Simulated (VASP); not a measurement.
# Al in VASP: a series of runs, part 2 of 2

VASP 6.6.1. Earlier steps stand in the parts before.

## (3) Single point, PBE

Contents of INCAR:

```
  ALGO = Normal
  EDIFF = 1E-6
  ENCUT = 520
  GGA = PE
  ISIF = 2
  ISMEAR = 0
  LASPH = T
  LCHARG = F
  LREAL = F
  LWAVE = F
  NBANDS = 16
  NELM = 60
  PREC = Accurate
  SIGMA = 0.1
```

Contents of KPOINTS:

```
k-points
0
Gamma
  6 6 4
```

Contents of POSCAR:

```
Al
1.0
    4.8739658899      0.0000000000      0.0000000000
   -2.4369829449      4.2209782778      0.0000000000
    0.0000000000      0.0000000000      4.5326129127
Al
5
Direct
    0.3331229814      0.3390856409      0.5010022259
    0.6609143591     -0.0059626595      0.5010022259
    1.0059626595      0.6668770186      0.5010022259
    0.0000000000      0.0000000000      0.0011309068
    0.6666666667      0.3333333333      0.0010724155
```

Potentials or basis: VASP PAW PBE potentials, release 64 (Al).

Launch:

```console
$ cat potpaw_PBE.64/Al/POTCAR > POTCAR
$ mpirun -np 1 vasp_std > vasp.out
```

OUTCAR:

```text
EDIFF = 1E-6
   ENCUT = 520
   GGA = PE
   ISIF = 2
   ISMEAR = 0
   LASPH = T
   LREAL = F
   NELM = 60
   PREC = Accurate

 ion  position               nearest neighbor table
   1  0.333  0.339  0.501-   2 2.76   3 2.76   4 2.80   4 2.80   5 2.80   5 2.80   3 2.84   2 2.84
                             2 2.84   3 2.84
   2  0.661  0.994  0.501-   1 2.76   3 2.76   4 2.80   4 2.80   5 2.80   5 2.80   3 2.84   1 2.84
                             3 2.84   1 2.84
   3  0.006  0.667  0.501-   1 2.76   2 2.76   4 2.80   4 2.80   5 2.80   5 2.80   1 2.84   2 2.84
[... 666 lines left out ...]
  -------------------------------------------------------------------------------------
  Total        0.0921651      0.0921651      0.0623278      0.0000000     -0.0000000      0.0000000
  in kB        1.5835543      1.5835543      1.0708984      0.0000000     -0.0000000      0.0000000
  external PRESSURE =       1.4126690 kB  Pullay stress =       0.0000000 kB

 VOLUME and BASIS-vectors are now :
 -----------------------------------------------------------------------------
  energy-cutoff  :      520.00
  volume of cell :       93.25
      direct lattice vectors                 reciprocal lattice vectors
     4.873965890  0.000000000  0.000000000     0.205171727  0.118455952  0.000000000
    -2.436982945  4.220978278  0.000000000     0.000000000  0.236911904  0.000000000
     0.000000000  0.000000000  4.532612913     0.000000000  0.000000000  0.220623296

 POSITION                                       TOTAL-FORCE (eV/Angst)
 -----------------------------------------------------------------------------------
      0.79728      1.43127      2.27085         0.015827     -0.012664      0.001782
      0.79882      4.19581      2.27085         0.003054      0.020038      0.001782
     -1.59611      2.81487      2.27085        -0.018881     -0.007374      0.001782
      0.00000      0.00000      0.00513         0.000000     -0.000000     -0.003438
      2.43698      1.40699      0.00486         0.000000     -0.000000     -0.001906
 -----------------------------------------------------------------------------------
    total drift:                               -0.000000     -0.000000      0.000004

  FREE ENERGIE OF THE ION-ELECTRON SYSTEM (eV)
  ---------------------------------------------------
  free  energy   TOTEN  =       -18.2236376504 eV

  energy  without entropy=      -18.2185337018  energy(sigma->0) =      -18.22108568
```

OSZICAR:

```text
N       E                     dE             d eps       ncg     rms          rms(c)
DAV:   1     0.101882263287E+02    0.10188E+02   -0.47012E+03   960   0.683E+02
DAV:   2    -0.174553441209E+02   -0.27644E+02   -0.25020E+02  1240   0.969E+01
DAV:   3    -0.183959731789E+02   -0.94063E+00   -0.93158E+00  1296   0.154E+01
DAV:   4    -0.184082175070E+02   -0.12244E-01   -0.12243E-01  1176   0.218E+00
DAV:   5    -0.184085140039E+02   -0.29650E-03   -0.29649E-03  1344   0.339E-01    0.301E+00
DAV:   6    -0.182775660971E+02    0.13095E+00   -0.79886E-02  1168   0.130E+00    0.177E+00
DAV:   7    -0.182256326393E+02    0.51933E-01   -0.76841E-02  1216   0.129E+00    0.307E-01
DAV:   8    -0.182236529651E+02    0.19797E-02   -0.10558E-02  1088   0.533E-01    0.160E-01
DAV:   9    -0.182236207817E+02    0.32183E-04   -0.44602E-04  1232   0.116E-01    0.832E-02
DAV:  10    -0.182236370295E+02   -0.16248E-04   -0.68153E-05  1184   0.409E-02    0.229E-02
DAV:  11    -0.182236378374E+02   -0.80794E-06   -0.14498E-05  1208   0.198E-02    0.319E-03
DAV:  12    -0.182236376504E+02    0.18702E-06   -0.20151E-06  1088   0.739E-03
   1 F= -.18223638E+02 E0= -.18221086E+02  d E =-.510395E-02
```

Run time: 21 s. Hardware: 1 thread of Intel Xeon Platinum 8488C (Sapphire Rapids), shared host; peak memory 0.2 GiB.

What came out:

```
Free energy   : -18.2236 eV
Pressure      : 0.1 GPa
Largest force : 0.020 eV/Å
```

Forces in eV/Å, atoms in the order of the input:
```
Al   0.016 -0.013  0.002
Al   0.003  0.020  0.002
Al  -0.019 -0.007  0.002
Al   0.000  0.000 -0.003
Al   0.000  0.000 -0.002
```

Levels at points of the mesh, in eV from the Fermi level:
| k point | band 5 | band 6 | band 7 | band 8 | band 9 | band 10 | band 11 | band 12 |
| --- | --- | --- | --- | --- | --- | --- | --- | --- |
| (0.00, 0.00, 0.00) | -2.81 | -2.81 | -1.55 | -1.55 | -1.17 | 2.77 | 3.40 | 3.40 |
| (0.50, 0.00, 0.00) | -2.21 | -1.37 | -1.27 | -0.67 | 2.14 | 2.35 | 3.09 | 3.18 |
| (0.00, 0.00, 0.50) | -1.27 | -1.26 | -1.26 | -1.24 | -0.56 | -0.16 | -0.16 | 1.20 |
| (0.50, 0.00, 0.50) | -3.37 | -2.67 | -2.28 | -0.62 | 4.11 | 4.13 | 4.86 | 4.92 |

## (4) Single point, PBE

This run uses another cell than the first one, of 18.76 Å³/atom, 1.006 times its volume.

Contents of INCAR:

```
SYSTEM = Al
ALGO = Fast
EDIFF = 1E-6
ENCUT = 520
GGA = PE
ISIF = 2
ISMEAR = 0
LASPH = .True.
LCHARG = .False.
LREAL = .False.
LWAVE = .False.
NBANDS = 16
NELM = 60
PREC = Accurate
SIGMA = 0.1
```

Contents of KPOINTS:

```
k-points
0
Gamma
  9 9 8
  0 0 0
```

Contents of POSCAR:

```
Al
1.0
    4.8259832820      0.0000000000      0.0000000000
   -2.4129916410      4.1794241204      0.0000000000
    0.0000000000      0.0000000000      4.6511998512
Al
5
Direct
    0.0000000000      0.6688062208      0.5000000000
    0.3311937792      0.3311937792      0.5000000000
    0.6688062208      0.0000000000      0.5000000000
    0.6666666667      0.3333333333      0.0000000000
    0.3333333333      0.6666666667      0.0000000000
```

Launch:

```console
$ cat potpaw_PBE.64/Al/POTCAR > POTCAR
$ mpirun -np 1 vasp_std > vasp.out
```

Run time: 56 s. Hardware: 1 thread of Intel Xeon Platinum 8488C (Sapphire Rapids), shared host; peak memory 0.22 GiB.

It converged, with:

```yaml
Free_energy: -18.0871 eV
Pressure: 0.0 GPa
```

Levels at points of the mesh, in eV from the Fermi level:
| k point | band 6 | band 7 | band 8 | band 9 | band 10 | band 11 |
| --- | --- | --- | --- | --- | --- | --- |
| (0.00, 0.00, 0.00) | -2.72 | -1.46 | -1.46 | -1.20 | 2.67 | 3.31 |
| (0.00, 0.00, 0.50) | -1.23 | -1.22 | -1.22 | -0.48 | -0.11 | -0.11 |

## (5) The runs side by side

| task | cell | k mesh | cutoff (eV) | gap on the mesh (eV) | pressure (GPa) | largest force (eV/Å) |
| --- | --- | --- | --- | --- | --- | --- |
| relaxation of cell and atoms | relaxed from a = 4.874, b = 4.874, c = 4.533 Å, angles 90.0, 90.0, 120.0°, 5 atoms | 9 × 9 × 8 | 600 | - | 0.0 | 0.01 |
| single point | a = 4.874, b = 4.874, c = 4.533 Å, angles 90.0, 90.0, 120.0°, 5 atoms | 6 × 6 × 4 | 520 | none | 0.1 | 0.02 |
| single point | a = 4.826, b = 4.826, c = 4.651 Å, angles 90.0, 90.0, 120.0°, 5 atoms | 9 × 9 × 8 | 520 | none | 0.0 | - |

Alike in all rows: level PBE; potentials or basis VASP PAW PBE potentials, release 64 (Al); no spin polarisation; smearing gaussian 0.1 eV.

Caveats: the bands computed are all filled at some k points, so no gap is given (some runs).

Total energies depend on the potentials used, so only differences within one code and one set of settings carry meaning.
